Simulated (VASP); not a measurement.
# SiO2 (P4_32_12) in VASP: relaxation of the atoms with PBE

Aim: the relaxation of the atoms of SiO2 with PBE.

Program: VASP 6.6.1. These are calculated values, not measurements. Logs are shortened: lines on timing, memory, paths and dates and some standing lists are left out, and cuts for length are marked.

## Step 1: The cell of the first run

It takes space group P4_32_12 (No. 96, tetragonal). The conventional cell has a = 4.933 Å, b = 4.933 Å, c = 6.465 Å, α = 90.00°, β = 90.00°, γ = 90.00°. Within 2.2 Å of Si (site symmetry 2) lie 4 O at 1.62 Å. Within 2.2 Å of O (site symmetry 1) lie 2 Si at 1.62 Å.

## Step 2: Relaxation of the atoms, PBE

INCAR reads:

```
SYSTEM = SiO2
PREC = Accurate ; ENCUT = 520
EDIFF = 1E-6 ; ISMEAR = -1
SIGMA = 0.02 ; LREAL = .FALSE.
LASPH = .TRUE. ; NELM = 100
ALGO = Normal ; ISIF = 2
LWAVE = .FALSE. ; LCHARG = .FALSE.
GGA = PE ; IBRION = 2
NSW = 80 ; EDIFFG = -0.02
```

KPOINTS reads:

```
regular mesh
0
G
  4 4 3
  0 0 0
```

POSCAR reads:

```
SiO2
1.0
    4.9329000000      0.0000000000      0.0000000000
    0.0000000000      4.9329000000      0.0000000000
    0.0000000000      0.0000000000      6.4645000000
Si O
4 8
Direct
    0.8177050000      0.8177050000      0.5000000000
    0.6822950000      0.3177050000      0.2500000000
    0.1822950000      0.1822950000      0.0000000000
    0.3177050000      0.6822950000      0.7500000000
    0.2683400000      0.3645700000      0.8019300000
    0.1354300000      0.7683400000      0.5519300000
    0.7316600000      0.6354300000      0.3019300000
    0.8645700000      0.2316600000      0.0519300000
    0.7683400000      0.1354300000      0.4480700000
    0.6354300000      0.7316600000      0.6980700000
    0.2316600000      0.8645700000      0.9480700000
    0.3645700000      0.2683400000      0.1980700000
```

Potentials or basis: VASP PAW PBE potentials, release 64 (Si, O).

Command:

```bash
> cat potpaw_PBE.64/Si/POTCAR potpaw_PBE.64/O/POTCAR > POTCAR
> mpirun -np 1 vasp_std > vasp.out
```

OUTCAR:

```text
SYSTEM = SiO2
   PREC = Accurate
   ENCUT = 520
   EDIFF = 1E-6
   ISMEAR = -1
   LREAL = .FALSE.
   LASPH = .TRUE.
   NELM = 100
   ISIF = 2
   GGA = PE
   IBRION = 2
   NSW = 80
   EDIFFG = -0.02

 ion  position               nearest neighbor table
   1  0.818  0.818  0.500-   7 1.62  10 1.62   9 1.62   6 1.62   2 3.02   4 3.02   2 3.02   4 3.02

   2  0.682  0.318  0.250-   8 1.62   9 1.62   7 1.62  12 1.62   1 3.02   3 3.02   1 3.02   3 3.02

   3  0.182  0.182  0.000-   5 1.62  12 1.62  11 1.62   8 1.62   2 3.02   4 3.02   4 3.02   2 3.02

   4  0.318  0.682  0.750-   6 1.62  11 1.62  10 1.62   5 1.62   1 3.02   3 3.02   3 3.02   1 3.02

   5  0.268  0.365  0.802-   3 1.62   4 1.62
   6  0.135  0.768  0.552-   4 1.62   1 1.62
   7  0.732  0.635  0.302-   1 1.62   2 1.62
   8  0.865  0.232  0.052-   2 1.62   3 1.62
   9  0.768  0.135  0.448-   2 1.62   1 1.62
  10  0.635  0.732  0.698-   1 1.62   4 1.62
  11  0.232  0.865  0.948-   4 1.62   3 1.62
  12  0.365  0.268  0.198-   3 1.62   2 1.62

  LATTYP: Found a simple tetragonal cell.
 ALAT       =     4.9329000000
 C/A-ratio  =     1.3104867319

  Lattice vectors:

 A1 = (   4.9329000000,   0.0000000000,   0.0000000000)
 A2 = (   0.0000000000,   4.9329000000,   0.0000000000)
 A3 = (   0.0000000000,   0.0000000000,   6.4645000000)

Analysis of symmetry for initial positions (statically):
=====================================================================
 Subroutine PRICEL returns:
 Original cell was already a primitive cell.

 Routine SETGRP: Setting up the symmetry group for a
 simple tetragonal supercell.

 Subroutine GETGRP returns: Found  8 space group operations
 (whereof  2 operations were pure point group operations)
 out of a pool of 16 trial point group operations.

The static configuration has the point symmetry C_2 .
 The point group associated with its full space group is D_4 .

Analysis of symmetry for dynamics (positions and initial velocities):
=====================================================================
 Subroutine PRICEL returns:
 Original cell was already a primitive cell.

 Routine SETGRP: Setting up the symmetry group for a
 simple tetragonal supercell.

 Subroutine GETGRP returns: Found  8 space group operations
 (whereof  2 operations were pure point group operations)
 out of a pool of 16 trial point group operations.

The dynamic configuration has the point symmetry C_2 .
 The point group associated with its full space group is D_4 .

 Subroutine INISYM returns: Found  8 space group operations
 (whereof  2 operations are pure point group operations),
 and found     1 'primitive' translations

[... 94 lines left out ...]
   ICHARG =      2    charge: 1-file 2-atom 10-const
   ISPIN  =      1    spin polarized calculation?
   LNONCOLLINEAR =      F non collinear calculations
   LSORBIT =      F    spin-orbit coupling
   LASPH  =      T    aspherical Exc in radial PAW
   ENCUT  =  520.0 eV  38.22 Ry    6.18 a.u.   9.17  9.17 12.02*2*pi/ulx,y,z
   NELM   =    100;   NELMIN=  2; NELMDL= -5     # of ELM steps
   EDIFF  = 0.1E-05   stopping-criterion for ELM
   LREAL  =      F    real-space projection
   EDIFFG = -.2E-01   stopping-criterion for IOM
   NSW    =     80    number of steps for IOM
   IBRION =      2    ionic relax: 0-MD 1-quasi-New 2-CG
   NFREE  =      1    steps in history (QN), initial steepest desc. (CG)
   ISIF   =      2    stress and relaxation
   ISYM   =      2    0-nonsym 1-usesym 2-fastsym
   POTIM  = 0.5000    time-step for ionic-motion
   TEBEG  =    0.0;   TEEND  =   0.0 temperature during run
   PSTRESS=    0.0 pullay stress
   NELECT =      64.0000    total number of electrons
   NUPDOWN=      -1.0000    fix difference up-down
   EMIN   =  10.00;   EMAX   =-10.00  energy-range for DOS
   EFERMI =   0.00;   METHOD = LEGACY
   ISMEAR =    -1;   SIGMA  =   0.02  broadening in eV -4-tet -1-fermi 0-gaus
   EFERMI_NEDOS =   21; number of points for ismear=-14 and -15
   IALGO  =     38    algorithm
   IMIX   =      4    mixing-type and parameters
     AMIX     =   0.40;   BMIX     =  1.00
     AMIX_MAG =   1.60;   BMIX_MAG =  1.00
  volume/ion in A,a.u.               =      13.11        88.46
  Fermi-wavevector in a.u.,A,eV,Ry     =   1.213077  2.292383 20.021726  1.471555
  Thomas-Fermi vector in A             =   2.348540
   LORBIT       =      0    0 simple, 1 ext, 2 COOP (PROOUT), +10 PAW based schemes
   GGA     = PE    functional components
   LHFCALC =     F    Hartree Fock is set to
   AEXX    =    0.0000 exact exchange contribution
   IVDW    =     0    specifies the selected vdW correction
   LEPSILON=     F    determine dielectric tensor
   LRPA    =     F    only Hartree local field effects (RPA)
 conjugate gradient relaxation of ions
 non-spin polarized calculation
  energy-cutoff  :      520.00
  volume of cell :      157.30
 maximum number of plane-waves:      4250
 NGX is ok and might be reduce to    40
   NGX = 19   NGY = 19   NGZ = 25

--------------------------------------- Ionic step        1  -------------------------------------------

 number of electron      63.9999990 magnetization

 Free energy of the ion-electron system (eV)
  ---------------------------------------------------
  ext. energy  EPLUGINS =         0.00000000
  ---------------------------------------------------
  free energy    TOTEN  =       -94.64247401 eV

  energy without entropy =      -94.64247401  energy(sigma->0) =      -94.64247401

------------------------ aborting loop because EDIFF is reached ----------------------------------------

  FORCE on cell =-STRESS in cart. coord.  units (eV):
  Direction    XX          YY          ZZ          XY          YZ          ZX
  --------------------------------------------------------------------------------------
  -------------------------------------------------------------------------------------
  Total        3.0614255      3.0614255      6.3238087      0.0000000      0.0000000      0.0000000
  in kB       31.1813354     31.1813354     64.4094722      0.0000000      0.0000000      0.0000000
  external PRESSURE =      42.2573810 kB  Pullay stress =       0.0000000 kB
[... 171 lines left out ...]
--------------------------------------- Ionic step        5  -------------------------------------------

 number of electron      64.0000003 magnetization

 Free energy of the ion-electron system (eV)
  ---------------------------------------------------
  ext. energy  EPLUGINS =         0.00000000
  ---------------------------------------------------
  free energy    TOTEN  =       -94.65260584 eV

  energy without entropy =      -94.65260584  energy(sigma->0) =      -94.65260584

 E-fermi :   1.2693     XC(G=0):  -8.9901

 val. band max:        0.8510542138   @ k =   0.0000   0.0000   0.0000
 cond. band min:       6.5090216973   @ k =   0.0000   0.0000   0.0000
 fundamental gap:      5.6579674835
 Fermi energy:         1.2693218811

 k-point     1 :       0.0000    0.0000    0.0000
  band No.  band energies     occupation
      1     -18.6430      2.00000
      2     -17.6662      2.00000
      3     -17.6662      2.00000
      4     -16.5253      2.00000
      5     -16.5253      2.00000
      6     -16.5237      2.00000
[... 532 lines left out ...]
  FREE ENERGIE OF THE ION-ELECTRON SYSTEM (eV)
  ---------------------------------------------------
  free  energy   TOTEN  =       -94.6526058440 eV

  energy  without entropy=      -94.6526058440  energy(sigma->0) =      -94.65260584

 reached required accuracy - stopping structural energy minimisation
```

Run time: 5 min. Hardware: 1 thread of AMD EPYC 7R43 (Zen 3), shared host; peak memory 0.25 GiB.

Results:

```yaml
Free_energy: -94.6526 eV
Energy_gained_by_relaxing: 0.8 meV/atom
Ionic_steps: 5
Pressure_after_relaxing: 3.0 GPa
Largest_force_after_relaxing: 0.009 eV/Å
Band_gap_on_the_k_mesh: 5.66 eV
```

Forces in eV/Å, atoms in the order of the input:
```
Si   0.006  0.006  0.000
Si  -0.006  0.006  0.000
Si  -0.006 -0.006  0.000
Si   0.006 -0.006  0.000
O    0.003 -0.008  0.002
O    0.008  0.003  0.002
O   -0.003  0.008  0.002
O   -0.008 -0.003  0.002
O    0.003  0.008 -0.002
O    0.008 -0.003 -0.002
O   -0.003 -0.008 -0.002
O   -0.008  0.003 -0.002
```

Stress tensor (GPa, compression positive):
```
2.25 0.00 0.00
0.00 2.25 0.00
0.00 0.00 4.51
```

The path:
| step | energy change (eV) | largest force (eV/Å) | pressure (GPa) |
| --- | --- | --- | --- |
| 1 | 0.0000 | 0.2030 | 4.23 |
| 2 | -0.0050 | 0.2656 | 3.45 |
| 3 | -0.0058 | 0.1957 | 3.66 |
| 4 | -0.0101 | 0.0226 | 3.08 |
| 5 | -0.0101 | 0.0089 | 3.00 |

Final structure:
```
Si O
1.0
     4.93290    0.00000    0.00000
     0.00000    4.93290    0.00000
     0.00000    0.00000    6.46450
Si O
4 8
Direct
  0.81689 0.81689 0.50000
  0.68311 0.31689 0.25000
  0.18311 0.18311 0.00000
  0.31689 0.68311 0.75000
  0.26898 0.36387 0.80004
  0.13613 0.76898 0.55004
  0.73102 0.63613 0.30004
  0.86387 0.23102 0.05004
  0.76898 0.13613 0.44996
  0.63613 0.73102 0.69996
  0.23102 0.86387 0.94996
  0.36387 0.26898 0.19996
```
